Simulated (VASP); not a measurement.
# Si5Ge (P4/mmm) in VASP: a series of runs, part 2 of 2

VASP 6.6.1. Earlier steps stand in the parts before.

## 5. Single point, PBE

This run uses another cell than the first one, of 26.11 Å³/atom.

Input file INCAR:

```
SYSTEM = Si5Ge
ALGO = Fast
EDIFF = 1E-6
ENCUT = 520
GGA = PE
ISIF = 2
ISMEAR = 0
LASPH = .TRUE.
LCHARG = .FALSE.
LREAL = .FALSE.
LWAVE = .FALSE.
NBANDS = 26
NELM = 60
PREC = Accurate
SIGMA = 0.1
```

Input file KPOINTS:

```
k-points
0
G
  8 8 8
  0 0 0
```

Input file POSCAR:

```
Si5Ge
1.0
    5.6919780352      0.0000000000      0.0000000000
    0.0000000000      5.6919780352      0.0000000000
    0.0000000000      0.0000000000      4.8359790927
Si Ge
5 1
Direct
    0.7028676134      0.2971323866      0.5000000000
    0.2971323866      0.7028676134      0.5000000000
    0.7028676134      0.7028676134      0.5000000000
    0.2971323866      0.2971323866      0.5000000000
    0.0000000000      0.0000000000      0.5000000000
    0.0000000000      0.0000000000      0.0000000000
```

Potentials or basis: VASP PAW PBE potentials, release 64 (Si, Ge_d).

Run with:

```bash
$ cat potpaw_PBE.64/Si/POTCAR potpaw_PBE.64/Ge_d/POTCAR > POTCAR
$ mpirun -np 1 vasp_std > vasp.out
```

OUTCAR:

```text
SYSTEM = Si5Ge
   EDIFF = 1E-6
   ENCUT = 520
   GGA = PE
   ISIF = 2
   ISMEAR = 0
   LASPH = .TRUE.
   LREAL = .FALSE.
   NELM = 60
   PREC = Accurate

 ion  position               nearest neighbor table
   1  0.703  0.297  0.500-   3 2.31   4 2.31   5 2.39
   2  0.297  0.703  0.500-   3 2.31   4 2.31   5 2.39
   3  0.703  0.703  0.500-   1 2.31   2 2.31   5 2.39
   4  0.297  0.297  0.500-   1 2.31   2 2.31   5 2.39
   5  0.000  0.000  0.500-   1 2.39   2 2.39   3 2.39   4 2.39   6 2.42   6 2.42
   6  0.000  0.000  0.000-   5 2.42   5 2.42

  LATTYP: Found a simple tetragonal cell.
 ALAT       =     5.6919780352
 C/A-ratio  =     0.8496130981

  Lattice vectors:

 A1 = (   5.6919780352,   0.0000000000,   0.0000000000)
 A2 = (   0.0000000000,   5.6919780352,   0.0000000000)
 A3 = (   0.0000000000,   0.0000000000,   4.8359790927)

[... 174 lines left out ...]

 Free energy of the ion-electron system (eV)
  ---------------------------------------------------
  ext. energy  EPLUGINS =         0.00000000
  ---------------------------------------------------
  free energy    TOTEN  =       -26.67130216 eV

  energy without entropy =      -26.65759475  energy(sigma->0) =      -26.66444846

 E-fermi :   3.6085     XC(G=0):  -8.3966

 val. band max:        3.6021783892   @ k =   0.2500   0.2500   0.3750
 cond. band min:       3.6163668454   @ k =   0.1250   0.0000   0.0000
 fundamental gap:      0.0141884562
 Fermi energy:         3.6085093086

 k-point     1 :       0.0000    0.0000    0.0000
  band No.  band energies     occupation
      1     -21.2312      2.00000
      2     -21.2304      2.00000
      3     -21.1939      2.00000
      4     -21.1687      2.00000
      5     -21.1687      2.00000
      6      -8.3722      2.00000
[... 685 lines left out ...]
     25       7.5884      0.00000
     26       8.0846      0.00000

 [... further k-points ...]
[... 5 lines left out ...]
  --------------------------------------------------------------------------------------
  -------------------------------------------------------------------------------------
  Total       -0.0542679     -0.0542679     -0.0169059      0.0000000      0.0000000      0.0000000
  in kB       -0.5549358     -0.5549358     -0.1728778      0.0000000      0.0000000      0.0000000
  external PRESSURE =      -0.4275832 kB  Pullay stress =       0.0000000 kB

 VOLUME and BASIS-vectors are now :
 -----------------------------------------------------------------------------
  energy-cutoff  :      520.00
  volume of cell :      156.68
      direct lattice vectors                 reciprocal lattice vectors
     5.691978035  0.000000000  0.000000000     0.175685850  0.000000000  0.000000000
     0.000000000  5.691978035  0.000000000     0.000000000  0.175685850  0.000000000
     0.000000000  0.000000000  4.835979093     0.000000000  0.000000000  0.206783359

 POSITION                                       TOTAL-FORCE (eV/Angst)
 -----------------------------------------------------------------------------------
      4.00071      1.69127      2.41799        -0.001275      0.001275      0.000000
      1.69127      4.00071      2.41799         0.001275     -0.001275     -0.000000
      4.00071      4.00071      2.41799        -0.001275     -0.001275      0.000000
      1.69127      1.69127      2.41799         0.001275      0.001275      0.000000
      0.00000      0.00000      2.41799         0.000000      0.000000      0.000000
      0.00000      0.00000      0.00000         0.000000      0.000000      0.000000
 -----------------------------------------------------------------------------------
    total drift:                               -0.000000     -0.000000     -0.000000

  FREE ENERGIE OF THE ION-ELECTRON SYSTEM (eV)
  ---------------------------------------------------
  free  energy   TOTEN  =       -26.6713021590 eV

  energy  without entropy=      -26.6575947542  energy(sigma->0) =      -26.66444846
```

OSZICAR:

```text
N       E                     dE             d eps       ncg     rms          rms(c)
DAV:   1     0.190764045826E+03    0.19076E+03   -0.14311E+04  4654   0.162E+03
DAV:   2     0.884718965024E+00   -0.18988E+03   -0.17804E+03  4242   0.444E+02
DAV:   3    -0.263809231770E+02   -0.27266E+02   -0.26559E+02  5118   0.105E+02
DAV:   4    -0.275745064143E+02   -0.11936E+01   -0.11876E+01  4622   0.249E+01
DAV:   5    -0.276104190659E+02   -0.35913E-01   -0.35892E-01  5514   0.433E+00    0.742E+00
RMM:   6    -0.268144162279E+02    0.79600E+00   -0.80335E-01  5134   0.371E+00    0.417E+00
RMM:   7    -0.266679824352E+02    0.14643E+00   -0.65938E-01  5357   0.299E+00    0.116E+00
RMM:   8    -0.266688005950E+02   -0.81816E-03   -0.85719E-02  5801   0.159E+00    0.318E-01
RMM:   9    -0.266707047839E+02   -0.19042E-02   -0.20318E-02  6222   0.785E-01    0.205E-01
RMM:  10    -0.266713363868E+02   -0.63160E-03   -0.39052E-03  5486   0.346E-01    0.749E-02
RMM:  11    -0.266712556341E+02    0.80753E-04   -0.11915E-03  5948   0.184E-01    0.307E-02
RMM:  12    -0.266713074020E+02   -0.51768E-04   -0.33915E-04  5626   0.987E-02    0.176E-02
RMM:  13    -0.266713009526E+02    0.64494E-05   -0.95470E-05  5299   0.565E-02    0.676E-03
RMM:  14    -0.266713026149E+02   -0.16623E-05   -0.24908E-05  5903   0.284E-02    0.527E-03
RMM:  15    -0.266713021590E+02    0.45595E-06   -0.73138E-06  5043   0.131E-02
   1 F= -.26671302E+02 E0= -.26664448E+02  d E =-.137074E-01
```

It took 3.3 min on 1 thread of Oxide Virtual Turin-like, shared host; peak memory 0.38 GiB.

What came out:

```
Free energy            : -26.6713 eV
Pressure               : 0.0 GPa
Band gap on the k mesh : zero (bands 17 and 18 overlap by 2.11 eV)
```

## 6. Relaxation of cell and atoms, PBE

This run uses another cell than the first one, of 18.97 Å³/atom.

Input file INCAR:

```
PREC = Accurate
ENCUT = 600
EDIFF = 1E-6
ISMEAR = 0
SIGMA = 0.1
LREAL = F
LASPH = T
NELM = 80
ALGO = Normal
ISIF = 3
LWAVE = F
LCHARG = F
GGA = PE
IBRION = 2
NSW = 90
EDIFFG = -0.04
```

Input file KPOINTS:

```
Automatic mesh
0
Gamma
  4 4 6
```

Input file POSCAR:

```
Si5Ge
1.0
    5.5428971500      0.0000000000      0.0000000000
    0.0000000000      5.5428971500      0.0000000000
    0.0000000000      0.0000000000      3.7052552400
Si Ge
5 1
Direct
    0.7672436800      0.2327563200      0.5000000000
    0.2327563200      0.7672436800      0.5000000000
    0.7672436800      0.7672436800      0.5000000000
    0.2327563200      0.2327563200      0.5000000000
    0.0000000000      0.0000000000      0.5000000000
    0.0000000000      0.0000000000      0.0000000000
```

Potentials or basis: VASP PAW PBE potentials, release 64 (Si, Ge_d).

Run with:

```bash
$ cat potpaw_PBE.64/Si/POTCAR potpaw_PBE.64/Ge_d/POTCAR > POTCAR
$ mpirun -np 1 vasp_std > vasp.out
```

OUTCAR:

```text
PREC = Accurate
   ENCUT = 600
   EDIFF = 1E-6
   ISMEAR = 0
   LREAL = F
   LASPH = T
   NELM = 80
   ISIF = 3
   GGA = PE
   IBRION = 2
   NSW = 90
   EDIFFG = -0.04

 ion  position               nearest neighbor table
   1  0.767  0.233  0.500-   5 1.82   4 2.58   3 2.58   6 2.60   6 2.60   3 2.96   4 2.96
   2  0.233  0.767  0.500-   5 1.82   4 2.58   3 2.58   6 2.60   6 2.60   3 2.96   4 2.96
   3  0.767  0.767  0.500-   5 1.82   2 2.58   1 2.58   6 2.60   6 2.60   1 2.96   2 2.96
   4  0.233  0.233  0.500-   5 1.82   2 2.58   1 2.58   6 2.60   6 2.60   2 2.96   1 2.96
   5  0.000  0.000  0.500-   1 1.82   2 1.82   3 1.82   4 1.82   6 1.85   6 1.85
   6  0.000  0.000  0.000-   5 1.85   5 1.85   3 2.60   4 2.60   1 2.60   1 2.60   2 2.60   3 2.60
                             4 2.60   2 2.60

  LATTYP: Found a simple tetragonal cell.
 ALAT       =     5.5428971500
 C/A-ratio  =     0.6684690586

  Lattice vectors:

 A1 = (   5.5428971500,   0.0000000000,   0.0000000000)
 A2 = (   0.0000000000,   5.5428971500,   0.0000000000)
 A3 = (   0.0000000000,   0.0000000000,   3.7052552400)

Analysis of symmetry for initial positions (statically):
=====================================================================
 Subroutine PRICEL returns:
 Original cell was already a primitive cell.

 Routine SETGRP: Setting up the symmetry group for a
 simple tetragonal supercell.

 Subroutine GETGRP returns: Found 16 space group operations
 (whereof 16 operations were pure point group operations)
 out of a pool of 16 trial point group operations.

The static configuration has the point symmetry D_4h.

Analysis of symmetry for dynamics (positions and initial velocities):
=====================================================================
 Subroutine PRICEL returns:
 Original cell was already a primitive cell.

 Routine SETGRP: Setting up the symmetry group for a
 simple tetragonal supercell.

 Subroutine GETGRP returns: Found 16 space group operations
 (whereof 16 operations were pure point group operations)
 out of a pool of 16 trial point group operations.

[... 113 lines left out ...]
   ISIF   =      3    stress and relaxation
   ISYM   =      2    0-nonsym 1-usesym 2-fastsym
   POTIM  = 0.5000    time-step for ionic-motion
   TEBEG  =    0.0;   TEEND  =   0.0 temperature during run
   PSTRESS=    0.0 pullay stress
   NELECT =      34.0000    total number of electrons
   NUPDOWN=      -1.0000    fix difference up-down
   EMIN   =  10.00;   EMAX   =-10.00  energy-range for DOS
   EFERMI =   0.00;   METHOD = LEGACY
   ISMEAR =     0;   SIGMA  =   0.10  broadening in eV -4-tet -1-fermi 0-gaus
   EFERMI_NEDOS =   21; number of points for ismear=-14 and -15
   IALGO  =     38    algorithm
   IMIX   =      4    mixing-type and parameters
     AMIX     =   0.40;   BMIX     =  1.00
     AMIX_MAG =   1.60;   BMIX_MAG =  1.00
  volume/ion in A,a.u.               =      18.97       128.04
  Fermi-wavevector in a.u.,A,eV,Ry     =   1.094302  2.067931 16.292936  1.197497
  Thomas-Fermi vector in A             =   2.230604
   LORBIT       =      0    0 simple, 1 ext, 2 COOP (PROOUT), +10 PAW based schemes
   GGA     = PE    functional components
   LHFCALC =     F    Hartree Fock is set to
   AEXX    =    0.0000 exact exchange contribution
   IVDW    =     0    specifies the selected vdW correction
   LEPSILON=     F    determine dielectric tensor
   LRPA    =     F    only Hartree local field effects (RPA)
 conjugate gradient relaxation of ions
 non-spin polarized calculation
 Gauss-broadening in eV      SIGMA  =   0.10
  energy-cutoff  :      600.00
  volume of cell :      113.84
 maximum number of plane-waves:      3823
 NGX is ok and might be reduce to    48
   NGX = 23   NGY = 23   NGZ = 15

--------------------------------------- Ionic step        1  -------------------------------------------

 number of electron      34.0000013 magnetization

 Free energy of the ion-electron system (eV)
  ---------------------------------------------------
  ext. energy  EPLUGINS =         0.00000000
  ---------------------------------------------------
  free energy    TOTEN  =        -9.74552362 eV

  energy without entropy =       -9.73136092  energy(sigma->0) =       -9.73844227

 E-fermi :   6.3507     XC(G=0):  -9.5657

 val. band max:        6.3294000118   @ k =   0.2500   0.2500   0.5000
 cond. band min:       6.3563952388   @ k =   0.0000   0.0000   0.0000
 fundamental gap:      0.0269952270
 Fermi energy:         6.3506957401
[... 1270 lines left out ...]
  FREE ENERGIE OF THE ION-ELECTRON SYSTEM (eV)
  ---------------------------------------------------
  free  energy   TOTEN  =       -23.9085603932 eV

  energy  without entropy=      -23.8803138534  energy(sigma->0) =      -23.89443712

[... ionic steps 4 to 12 ...]

--------------------------------------- Ionic step       13  -------------------------------------------

 number of electron      33.9999996 magnetization

------------------------ aborting loop because EDIFF is reached ----------------------------------------
[... 75 lines left out ...]
--------------------------------------- Ionic step       15  -------------------------------------------

 number of electron      34.0000000 magnetization

 Free energy of the ion-electron system (eV)
  ---------------------------------------------------
  ext. energy  EPLUGINS =         0.00000000
  ---------------------------------------------------
  free energy    TOTEN  =       -26.67052608 eV

  energy without entropy =      -26.64987488  energy(sigma->0) =      -26.66020048

 E-fermi :   3.5094     XC(G=0):  -8.3619

 val. band max:        3.4901739234   @ k =   0.5000   0.5000   0.0000
 cond. band min:       3.5321286794   @ k =   0.5000   0.2500   0.1667
 fundamental gap:      0.0419547559
 Fermi energy:         3.5093903951
[... 607 lines left out ...]
  FREE ENERGIE OF THE ION-ELECTRON SYSTEM (eV)
  ---------------------------------------------------
  free  energy   TOTEN  =       -26.6705260778 eV

  energy  without entropy=      -26.6498748802  energy(sigma->0) =      -26.66020048

 reached required accuracy - stopping structural energy minimisation
```

Wall time 8.9 min (1 thread of Oxide Virtual Turin-like, shared host); peak memory 0.25 GiB.

What came out:

```
Free energy                           : -26.6705 eV
Relaxed volume                        : 26.29 Å³/atom
Relaxed cell                          : a = 5.687 Å, b = 5.687 Å, c = 4.877 Å, α = 90.00°, β = 90.00°, γ = 90.00°
Space group after relaxing (to 0.1 Å) : P4/mmm (No. 123)
Energy gained by relaxing             : 2820.8 meV/atom
Ionic steps                           : 15
Pressure after relaxing               : -0.1 GPa
Largest force after relaxing          : 0.038 eV/Å
Band gap on the k mesh                : zero (bands 17 and 18 overlap by 2.05 eV)
```

Forces on the atoms (eV/Å):
```
Si   0.027 -0.027  0.000
Si  -0.027  0.027  0.000
Si   0.027  0.027  0.000
Si  -0.027 -0.027  0.000
Si   0.000  0.000  0.000
Ge   0.000  0.000  0.000
```

Step by step:
```csv
step,energy change (eV),largest force (eV/Å),pressure (GPa),volume (Å³)
1,0.0000,13.4371,66.45,113.84
2,-10.9360,1.5147,-6.92,298.53
3,-14.1630,1.0684,-5.18,185.88
4,-14.1941,1.0948,-4.81,183.13
5,-14.2248,1.2484,-3.17,173.95
6,-16.1990,1.6750,-3.25,164.57
7,-16.8055,0.7277,1.50,154.93
8,-16.8201,1.0135,0.33,156.56
9,-16.8215,0.9518,0.58,156.16
10,-16.8896,0.4312,0.80,157.42
11,-16.9009,0.0426,0.63,157.07
12,-16.9213,0.0703,-0.47,159.40
13,-16.9214,0.0629,-0.38,159.24
14,-16.9247,0.0093,-0.15,158.14
15,-16.9250,0.0377,-0.07,157.71
```

Final structure:
```yaml
crystal:
  lattice:
    - [5.68666, 0.00000, 0.00000]
    - [0.00000, 5.68666, 0.00000]
    - [0.00000, 0.00000, 4.87700]
  atoms:
    - { symbol: Si, position: [0.70264, 0.29736, 0.50000] }
    - { symbol: Si, position: [0.29736, 0.70264, 0.50000] }
    - { symbol: Si, position: [0.70264, 0.70264, 0.50000] }
    - { symbol: Si, position: [0.29736, 0.29736, 0.50000] }
    - { symbol: Si, position: [0.00000, 0.00000, 0.50000] }
    - { symbol: Ge, position: [0.00000, 0.00000, 0.00000] }
```

Caveat: the volume moved by over 15 % at a fixed basis, so the end points are rough.

## 7. Summary

| task | cell | k mesh | cutoff (eV) | gap on the mesh (eV) | pressure (GPa) | relaxed volume (Å³/atom) | largest force (eV/Å) |
| --- | --- | --- | --- | --- | --- | --- | --- |
| relaxation of cell and atoms | relaxed from a = 5.682, b = 5.682, c = 4.864 Å, 6 atoms, atomic positions A | 8 × 8 × 8 | 600 | none | 0.0 | 26.10 | 0.01 |
| single point | a = 5.543, b = 5.543, c = 3.705 Å, 6 atoms, atomic positions B | 4 × 4 × 6 | 520 | none | 66.4 | - | 13.44 |
| single point | a = 5.682, b = 5.682, c = 4.864 Å, 6 atoms, atomic positions A | 4 × 4 × 6 | 520 | none | 0.1 | - | 0.02 |
| single point | a = 5.692, b = 5.692, c = 4.836 Å, 6 atoms, atomic positions C | 8 × 8 × 8 | 520 | none | 0.0 | - | - |
| relaxation of cell and atoms | relaxed from a = 5.543, b = 5.543, c = 3.705 Å, 6 atoms, atomic positions B | 4 × 4 × 6 | 600 | none | -0.1 | 26.29 | 0.04 |

Alike in all rows: level PBE; potentials or basis VASP PAW PBE potentials, release 64 (Si, Ge_d); no spin polarisation; smearing gaussian 0.1 eV.

Caveats: the stress differs along the axes, from 61 to 77 GPa (at least some runs); semilocal functionals underestimate gaps, and a narrow one can read as zero (at least some runs); forces of over 1 eV/Å act on the atoms, so gaps and moduli don't describe the material at rest (at least some runs); the volume moved by over 15 % at a fixed basis, so the end points are rough (at least some runs).

Absolute energies hang on the potentials; compare differences alone.

The gap in the log of VASP goes by the Fermi energy; the results here count the filled bands.